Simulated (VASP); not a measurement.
# NiO (Fm-3m) in VASP: settings compared

NiO is run at these levels: BLYP, SVWN5, LDA, RPBE, BLYP+D4; tasks: relaxation of cell and atoms, single point.

Everything below comes from runs of VASP 6.6.1. Logs are shortened: lines on timing, memory, paths and dates and some standing lists are left out, and cuts for length are marked.

**Measured values to compare with.**

“Local correlations, non-local screening, multiplets, and band formation in NiO”, 2012, arxiv:1210.6675 quotes, for a bulk crystal of NiO: band gap 4.3 eV.

The results are compared with them further down.

## Step 1: The cell of the first run

Symmetry: Fm-3m, No. 225, cubic system. The conventional cell has a = 4.172 Å, b = 4.172 Å, c = 4.172 Å, α = 90.00°, β = 90.00°, γ = 90.00°. Within 2.8 Å of Ni (site symmetry m-3m) lie 6 O at 2.09 Å. Within 2.8 Å of O (site symmetry m-3m) lie 6 Ni at 2.09 Å.

## Step 2: Relaxation of cell and atoms, BLYP, collinear spin, ferromagnetic start

Input file INCAR:

```
SYSTEM = NiO
AGGAC = 1.0
AGGAX = 1.0
ALDAC = 0.0
ALDAX = 1.0
ALGO = Normal
EDIFF = 1E-6
EDIFFG = -0.01
ENCUT = 600
GGA = B5
IBRION = 2
ISIF = 3
ISMEAR = -1
ISPIN = 2
LASPH = .TRUE.
LCHARG = .FALSE.
LMAXMIX = 4
LORBIT = 11
LREAL = .FALSE.
LWAVE = .FALSE.
MAGMOM = 1 0
NELM = 150
NSW = 60
PREC = Accurate
SIGMA = 0.05
```

Input file KPOINTS:

```
k-points
0
G
  11 11 11
  0 0 0
```

Input file POSCAR:

```
NiO
1.0
    0.0000000000      2.0859016414      2.0859016414
    2.0859016414      0.0000000000      2.0859016414
    2.0859016414      2.0859016414      0.0000000000
Ni O
1 1
Direct
    0.0000000000      0.0000000000      0.0000000000
    0.5000000000      0.5000000000      0.5000000000
```

Potentials or basis: VASP PAW PBE potentials, release 64 (Ni, O).

Run with:

```
$ cat potpaw_PBE.64/Ni/POTCAR potpaw_PBE.64/O/POTCAR > POTCAR
$ mpirun -np 1 vasp_std > vasp.out
```

OUTCAR:

```text
SYSTEM = NiO
   EDIFF = 1E-6
   EDIFFG = -0.01
   ENCUT = 600
   GGA = B5
   IBRION = 2
   ISIF = 3
   ISMEAR = -1
   ISPIN = 2
   LASPH = .TRUE.
   LORBIT = 11
   LREAL = .FALSE.
   NELM = 150
   NSW = 60
   PREC = Accurate

 ion  position               nearest neighbor table
   1  0.000  0.000  0.000-   2 2.09   2 2.09   2 2.09   2 2.09   2 2.09   2 2.09
   2  0.500  0.500  0.500-   1 2.09   1 2.09   1 2.09   1 2.09   1 2.09   1 2.09

  LATTYP: Found a face centered cubic cell.
 ALAT       =     4.1718032828

  Lattice vectors:

 A1 = (   0.0000000000,   2.0859016414,   2.0859016414)
 A2 = (   2.0859016414,   0.0000000000,   2.0859016414)
 A3 = (   2.0859016414,   2.0859016414,   0.0000000000)

Analysis of symmetry for initial positions (statically):
=====================================================================
 Subroutine PRICEL returns:
 Original cell was already a primitive cell.

 Routine SETGRP: Setting up the symmetry group for a
 face centered cubic supercell.

 Subroutine GETGRP returns: Found 48 space group operations
 (whereof 48 operations were pure point group operations)
 out of a pool of 48 trial point group operations.

The static configuration has the point symmetry O_h .

Analysis of symmetry for dynamics (positions and initial velocities):
=====================================================================
 Subroutine PRICEL returns:
 Original cell was already a primitive cell.

 Routine SETGRP: Setting up the symmetry group for a
 face centered cubic supercell.

 Subroutine GETGRP returns: Found 48 space group operations
 (whereof 48 operations were pure point group operations)
 out of a pool of 48 trial point group operations.

The dynamic configuration has the point symmetry O_h .

Analysis of structural, dynamic, and magnetic symmetry:
=====================================================================
 Subroutine PRICEL returns:
 Original cell was already a primitive cell.

 Routine SETGRP: Setting up the symmetry group for a
 face centered cubic supercell.

 Subroutine GETGRP returns: Found 48 space group operations
 (whereof 48 operations were pure point group operations)
 out of a pool of 48 trial point group operations.

The overall configuration has the point symmetry O_h .

 Subroutine INISYM returns: Found 48 space group operations
 (whereof 48 operations are pure point group operations),
 and found     1 'primitive' translations

----------------------------------------------------------------------------------------

                                     Primitive cell

  volume of cell :      18.1515

  direct lattice vectors                    reciprocal lattice vectors
     0.000000000  2.085901641  2.085901641    -0.239704495  0.239704495  0.239704495
     2.085901641  0.000000000  2.085901641     0.239704495 -0.239704495  0.239704495
     2.085901641  2.085901641  0.000000000     0.239704495  0.239704495 -0.239704495

  length of vectors
     2.949910391  2.949910391  2.949910391     0.415180364  0.415180364  0.415180364

  position of ions in fractional coordinates (direct lattice)
     0.000000000  0.000000000  0.000000000
     0.500000000  0.500000000  0.500000000

  ion indices of the primitive-cell ions
   primitive index   ion index
                 1           1
                 2           2

----------------------------------------------------------------------------------------

 KPOINTS: k-points

Automatic generation of k-mesh.
 Grid dimensions read from file:
 generate k-points for:   11   11   11

 Generating k-lattice:

  Cartesian coordinates                     Fractional coordinates (reciprocal lattice)
    -0.021791318  0.021791318  0.021791318     0.090909091  0.000000000  0.000000000
     0.021791318 -0.021791318  0.021791318     0.000000000  0.090909091  0.000000000
     0.021791318  0.021791318 -0.021791318     0.000000000  0.000000000  0.090909091

  Length of vectors
     0.037743669  0.037743669  0.037743669

  Shift w.r.t. Gamma in fractional coordinates (k-lattice)
     0.000000000  0.000000000  0.000000000

 Subroutine IBZKPT returns following result:
 ===========================================

 Found     56 irreducible k-points:

 Following reciprocal coordinates:
            Coordinates               Weight
  0.000000  0.000000  0.000000      1.000000
  0.090909  0.000000  0.000000      8.000000
  0.181818  0.000000  0.000000      8.000000
  0.272727  0.000000  0.000000      8.000000
  0.363636  0.000000  0.000000      8.000000
  0.454545  0.000000  0.000000      8.000000
[... 16 lines left out ...]
 -0.272727  0.181818  0.000000     24.000000
 -0.181818  0.181818  0.000000     12.000000
 [... further k-points ...]
   k-points           NKPTS =     56   k-points in BZ     NKDIM =     56   number of bands    NBANDS=     13
   number of dos      NEDOS =    301   number of ions     NIONS =      2
   total plane-waves  NPLWV =  13824
   dimension x,y,z NGX =    24 NGY =   24 NGZ =   24
   dimension x,y,z NGXF=    48 NGYF=   48 NGZF=   48
   ions per type =               1   1
   NGX,Y,Z   is equivalent  to a cutoff of  13.53, 13.53, 13.53 a.u.
   NGXF,Y,Z  is equivalent  to a cutoff of  27.05, 27.05, 27.05 a.u.
 SYSTEM =  NiO
   PREC   = accura    normal or accurate (medium, high low for compatibility)
   ISTART =      0    job   : 0-new  1-cont  2-samecut
   ICHARG =      2    charge: 1-file 2-atom 10-const
   ISPIN  =      2    spin polarized calculation?
   LNONCOLLINEAR =      F non collinear calculations
   LSORBIT =      F    spin-orbit coupling
   LASPH  =      T    aspherical Exc in radial PAW
   ENCUT  =  600.0 eV  44.10 Ry    6.64 a.u.   5.89  5.89  5.89*2*pi/ulx,y,z
   NELM   =    150;   NELMIN=  2; NELMDL= -5     # of ELM steps
   EDIFF  = 0.1E-05   stopping-criterion for ELM
   LREAL  =      F    real-space projection
   EDIFFG = -.1E-01   stopping-criterion for IOM
   NSW    =     60    number of steps for IOM
   IBRION =      2    ionic relax: 0-MD 1-quasi-New 2-CG
   NFREE  =      1    steps in history (QN), initial steepest desc. (CG)
   ISIF   =      3    stress and relaxation
   ISYM   =      2    0-nonsym 1-usesym 2-fastsym
   POTIM  = 0.5000    time-step for ionic-motion
   TEBEG  =    0.0;   TEEND  =   0.0 temperature during run
   PSTRESS=    0.0 pullay stress
   NELECT =      16.0000    total number of electrons
   NUPDOWN=      -1.0000    fix difference up-down
   EMIN   =  10.00;   EMAX   =-10.00  energy-range for DOS
   EFERMI =   0.00;   METHOD = LEGACY
   ISMEAR =    -1;   SIGMA  =   0.05  broadening in eV -4-tet -1-fermi 0-gaus
   EFERMI_NEDOS =   21; number of points for ismear=-14 and -15
   IALGO  =     38    algorithm
   IMIX   =      4    mixing-type and parameters
     AMIX     =   0.40;   BMIX     =  1.00
     AMIX_MAG =   1.60;   BMIX_MAG =  1.00
  volume/ion in A,a.u.               =       9.08        61.25
  Fermi-wavevector in a.u.,A,eV,Ry     =   1.569680  2.966264 33.523312  2.463894
  Thomas-Fermi vector in A             =   2.671526
   LORBIT       =     11    0 simple, 1 ext, 2 COOP (PROOUT), +10 PAW based schemes
   GGA     = B5    functional components
   LHFCALC =     F    Hartree Fock is set to
   AEXX    =    0.0000 exact exchange contribution
   IVDW    =     0    specifies the selected vdW correction
   LEPSILON=     F    determine dielectric tensor
   LRPA    =     F    only Hartree local field effects (RPA)
 conjugate gradient relaxation of ions
 spin polarized calculation
  energy-cutoff  :      600.00
  volume of cell :       18.15
 maximum number of plane-waves:       620
   NGX = 11   NGY = 11   NGZ = 11

--------------------------------------- Ionic step        1  -------------------------------------------

 number of electron      16.0000001 magnetization       1.6042110

 Free energy of the ion-electron system (eV)
  ---------------------------------------------------
  ext. energy  EPLUGINS =         0.00000000
  ---------------------------------------------------
  free energy    TOTEN  =       -10.57762088 eV

  energy without entropy =      -10.56560953  energy(sigma->0) =      -10.57161520

------------------------ aborting loop because EDIFF is reached ----------------------------------------

  FORCE on cell =-STRESS in cart. coord.  units (eV):
  Direction    XX          YY          ZZ          XY          YZ          ZX
  --------------------------------------------------------------------------------------
  -------------------------------------------------------------------------------------
  Total        1.4358640      1.4358640      1.4358640      0.0000000      0.0000000     -0.0000000
  in kB      126.7396246    126.7396246    126.7396246      0.0000000      0.0000000     -0.0000000
  external PRESSURE =     126.7396246 kB  Pullay stress =       0.0000000 kB
[... 57 lines left out ...]
  energy  without entropy=      -10.6150316272  energy(sigma->0) =      -10.61893258

--------------------------------------- Ionic step        3  -------------------------------------------

 number of electron      16.0000005 magnetization       1.8223341

 Free energy of the ion-electron system (eV)
  ---------------------------------------------------
  ext. energy  EPLUGINS =         0.00000000
  ---------------------------------------------------
  free energy    TOTEN  =       -10.63024850 eV

  energy without entropy =      -10.62137669  energy(sigma->0) =      -10.62581260

 E-fermi :   7.1905     XC(G=0): -11.7023

 val. band max:        7.1723123131   @ k =  -0.2727   0.2727   0.0000
 cond. band min:       7.2143790789   @ k =  -0.3636   0.1818   0.0000
 fundamental gap:      0.0420667658
 Fermi energy:         7.1904631182

 spin component 1

 k-point     1 :       0.0000    0.0000    0.0000
  band No.  band energies     occupation
      1     -12.3605      1.00000
      2       4.1976      1.00000
      3       4.1978      1.00000
      4       4.5334      1.00000
      5       4.5334      1.00000
      6       4.5334      1.00000
      7       4.6681      1.00000
      8       4.6681      1.00000
      9       4.6682      1.00000
     10       8.6603      0.00000
     11      25.5750      0.00000
     12      25.9389      0.00000
     13      25.9389      0.00000
[... 353 lines left out ...]
 k-point    24 :      -0.1818    0.1818    0.0000
  band No.  band energies     occupation
      1     -11.6536      1.00000
      2       1.1949      1.00000
      3       2.1592      1.00000
      4       2.8657      1.00000
      5       4.7278      1.00000
      6       4.9467      1.00000
      7       5.5743      1.00000
      8       5.6522      1.00000
      9       7.0242      0.96531
     10      12.2655      0.00000
     11      19.4743      0.00000
     12      19.9418      0.00000
     13      23.0304      0.00000

 [... further k-points ...]

 spin component 2

 k-point     1 :       0.0000    0.0000    0.0000
  band No.  band energies     occupation
      1     -11.8856      1.00000
      2       5.0746      1.00000
      3       5.0746      1.00000
      4       5.0746      1.00000
      5       5.4725      1.00000
      6       5.4727      1.00000
      7       5.4730      1.00000
      8       6.7526      0.99984
      9       6.7530      0.99984
     10       9.0071      0.00000
     11      25.5297      0.00000
     12      26.1373      0.00000
     13      26.1374      0.00000
[... 397 lines left out ...]
  FREE ENERGIE OF THE ION-ELECTRON SYSTEM (eV)
  ---------------------------------------------------
  free  energy   TOTEN  =       -10.6302485030 eV

  energy  without entropy=      -10.6213766929  energy(sigma->0) =      -10.62581260

 reached required accuracy - stopping structural energy minimisation

 total charge

# of ion       s       p       d       tot
------------------------------------------
    1        0.310   0.350   8.225   8.885
    2        1.547   3.413   0.000   4.960
--------------------------------------------------
tot          1.857   3.763   8.225  13.845

 magnetization (x)

# of ion       s       p       d       tot
------------------------------------------
    1        0.009   0.012   1.461   1.483
    2        0.026   0.265   0.000   0.291
--------------------------------------------------
tot          0.036   0.277   1.461   1.774
```

Wall time 62 s (1 thread of Intel Xeon 6975P-C, shared host); peak memory 0.17 GiB.

Results:

```
Free energy                                           : -10.6302 eV
Relaxed volume                                        : 9.77 Å³/atom
Relaxed cell                                          : a = 3.024 Å, b = 3.024 Å, c = 3.024 Å, α = 60.00°, β = 60.00°, γ = 60.00°
Space group after relaxing (to 0.05 Å)                : Fm-3m (No. 225)
Energy gained by relaxing                             : 26.3 meV/atom
Ionic steps                                           : 3
Pressure after relaxing                               : 0.0 GPa
Net moment                                            : 1.82 μB per cell
Site moments                                          : Ni +1.48; O +0.29 μB
Valence electrons inside the program's atomic spheres : Ni 8.88; O 4.96
```

Step by step:
| step | energy change (eV) | largest force (eV/Å) | pressure (GPa) | volume (Å³) |
| --- | --- | --- | --- | --- |
| 1 | 0.0000 | 0.0000 | 12.67 | 18.15 |
| 2 | -0.0452 | 0.0000 | -4.11 | 20.10 |
| 3 | -0.0526 | 0.0000 | -0.03 | 19.54 |

Final structure:
```yaml
crystal:
  lattice:
    - [0.00000, 2.13794, 2.13794]
    - [2.13794, 0.00000, 2.13794]
    - [2.13794, 2.13794, 0.00000]
  atoms:
    - { symbol: Ni, position: [0.00000, 0.00000, 0.00000] }
    - { symbol: O, position: [0.50000, 0.50000, 0.50000] }
```

Caveat: the PAW data sets were made with another functional, which shifts forces and pressure a little; a cell with one magnetic atom can't hold antiferromagnetic order, which such compounds often take; semilocal functionals often make such compounds metallic where correlation or magnetic order opens a gap, which also shifts bond lengths. With open d or f shells a metallic result of BLYP can be an artefact of self-interaction; +U or a hybrid may open a gap.

## Step 3: Relaxation of cell and atoms, SVWN5, collinear spin, ferromagnetic start

Input file INCAR:

```
SYSTEM = NiO
ALGO     = Normal         ! electronic algorithm
EDIFF    = 1E-6           ! SCF threshold, eV
EDIFFG   = -0.01          ! ionic threshold
ENCUT    = 600            ! plane-wave cutoff, eV
GGA      = VW             ! functional
IBRION   = 2              ! ionic algorithm
ISIF     = 3              ! what is computed and relaxed
ISMEAR   = -1             ! smearing method
ISPIN    = 2              ! spin polarisation
LASPH    = .TRUE.         ! aspherical terms in the spheres
LCHARG   = .FALSE.        ! write CHGCAR
LMAXMIX  = 4              ! l up to which the mixer works
LORBIT   = 11             ! projections on sites
LREAL    = .FALSE.        ! projectors in reciprocal space
LWAVE    = .FALSE.        ! write WAVECAR
MAGMOM   = 1 0            ! initial moments
NELM     = 150            ! most SCF steps
NSW      = 60             ! ionic steps
PREC     = Accurate       ! precision mode
SIGMA    = 0.05           ! smearing width, eV
```

KPOINTS is that of step 2.

POSCAR is that of step 2.

Potentials or basis: VASP PAW PBE potentials, release 64 (Ni, O).

Run with:

```
$ cat potpaw_PBE.64/Ni/POTCAR potpaw_PBE.64/O/POTCAR > POTCAR
$ mpirun -np 1 vasp_std > vasp.out
```

It took 50 s on 1 thread of Intel Xeon 6975P-C, shared host; peak memory 0.16 GiB.

The run converged. Its results:

| Item | Value |
| --- | --- |
| Free energy | 12.2718 eV |
| Relaxed volume | 8.27 Å³/atom |
| Relaxed cell | a = 2.860 Å, b = 2.860 Å, c = 2.860 Å, α = 60.00°, β = 60.00°, γ = 60.00° |
| Space group after relaxing (to 0.05 Å) | Fm-3m (No. 225) |
| Energy gained by relaxing | 54.2 meV/atom |
| Ionic steps | 4 |
| Pressure after relaxing | 0.0 GPa |
| Net moment | 0.36 μB per cell |
| Site moments | Ni +0.31; O +0.05 μB |
| Valence electrons inside the program's atomic spheres | Ni 9.28; O 4.95 |

Step by step:
| step | energy change (eV) | largest force (eV/Å) | pressure (GPa) | volume (Å³) |
| --- | --- | --- | --- | --- |
| 1 | 0.0000 | 0.0000 | -19.84 | 18.15 |
| 2 | -0.0254 | 0.0000 | 23.60 | 15.36 |
| 3 | -0.1083 | 0.0000 | -0.46 | 16.57 |
| 4 | -0.1083 | 0.0000 | 0.03 | 16.54 |

Final structure:
```cif
data_structure
_symmetry_space_group_name_H-M 'P 1'
_symmetry_Int_Tables_number 1
_cell_length_a 2.8598
_cell_length_b 2.8598
_cell_length_c 2.8598
_cell_angle_alpha 60.000
_cell_angle_beta 60.000
_cell_angle_gamma 60.000
_cell_volume 16.54
loop_
_atom_site_label
_atom_site_type_symbol
_atom_site_fract_x
_atom_site_fract_y
_atom_site_fract_z
_atom_site_occupancy
Ni1 Ni 0.00000 0.00000 0.00000 1
O1 O 0.50000 0.50000 0.50000 1
```

Levels at points of the mesh, in eV from the Fermi level:
Spin up:
| k point | band 5 | band 6 | band 7 | band 8 | band 9 | band 10 | band 11 | band 12 |
| --- | --- | --- | --- | --- | --- | --- | --- | --- |
| (0.00, 0.00, 0.00) | -2.28 | -2.28 | -2.28 | -2.12 | -2.12 | 2.19 | 18.03 | 19.71 |
Spin down:
| k point | band 6 | band 7 | band 8 | band 9 | band 10 | band 11 |
| --- | --- | --- | --- | --- | --- | --- |
| (0.00, 0.00, 0.00) | -2.04 | -2.04 | -1.66 | -1.66 | 2.28 | 18.03 |

Caveat: the PAW data sets were made with another functional, which shifts forces and pressure a little; semilocal functionals often make such compounds metallic where correlation or magnetic order opens a gap, which also shifts bond lengths.

## Step 4: Single point, LDA, collinear spin, ferromagnetic start

This run uses another cell than the first one, of 8.27 Å³/atom, 0.911 times its volume.

Input file INCAR:

```
SYSTEM = NiO
ALGO     = Normal         ! electronic algorithm
EDIFF    = 1E-7           ! SCF threshold, eV
ENCUT    = 520            ! plane-wave cutoff, eV
ISIF     = 2              ! what is computed and relaxed
ISMEAR   = -1             ! smearing method
ISPIN    = 2              ! spin polarisation
LASPH    = .True.         ! aspherical terms in the spheres
LCHARG   = .False.        ! write CHGCAR
LMAXMIX  = 4              ! l up to which the mixer works
LORBIT   = 11             ! projections on sites
LREAL    = .False.        ! projectors in reciprocal space
LWAVE    = .False.        ! write WAVECAR
MAGMOM   = 1 0            ! initial moments
NBANDS   = 19             ! bands
NELM     = 150            ! most SCF steps
PREC     = Accurate       ! precision mode
SIGMA    = 0.05           ! smearing width, eV
```

Input file KPOINTS:

```
k-points
0
Gamma
  11 11 11
  0 0 0
```

Input file POSCAR:

```
NiO
1.0
    0.0000000000      2.0224099576      2.0224099576
    2.0224099576      0.0000000000      2.0224099576
    2.0224099576      2.0224099576      0.0000000000
Ni O
1 1
Direct
    0.0000000000      0.0000000000      0.0000000000
    0.5000000000      0.5000000000      0.5000000000
```

Potentials or basis: VASP PAW LDA potentials, release 64 (Ni, O).

Run with:

```
$ cat potpaw_LDA.64/Ni/POTCAR potpaw_LDA.64/O/POTCAR > POTCAR
$ mpirun -np 1 vasp_std > vasp.out
```

Wall time 47 s (1 thread of Intel Xeon 8259CL, shared host); peak memory 0.15 GiB.

It converged, with:

* Free energy: -13.3993 eV
* Pressure: 0.3 GPa
* Net moment: 0.28 μB per cell
* Site moments: Ni +0.23; O +0.04 μB
* Valence electrons inside the program's atomic spheres: Ni 9.27; O 4.95

Levels at points of the mesh, in eV from the Fermi level:
Spin up:
```csv
k point,band 4,band 5,band 6,band 7,band 8,band 9,band 10,band 11,band 12,band 13
"(0.00, 0.00, 0.00)",-3.54,-2.24,-2.24,-2.24,-2.05,-2.05,2.22,17.99,19.71,19.71
```
Spin down:
| k point | band 6 | band 7 | band 8 | band 9 | band 10 | band 11 |
| --- | --- | --- | --- | --- | --- | --- |
| (0.00, 0.00, 0.00) | -2.09 | -2.09 | -1.75 | -1.75 | 2.27 | 18.00 |

Caveat: semilocal functionals often make such compounds metallic where correlation or magnetic order opens a gap, which also shifts bond lengths.

[end of part 1 of 2]
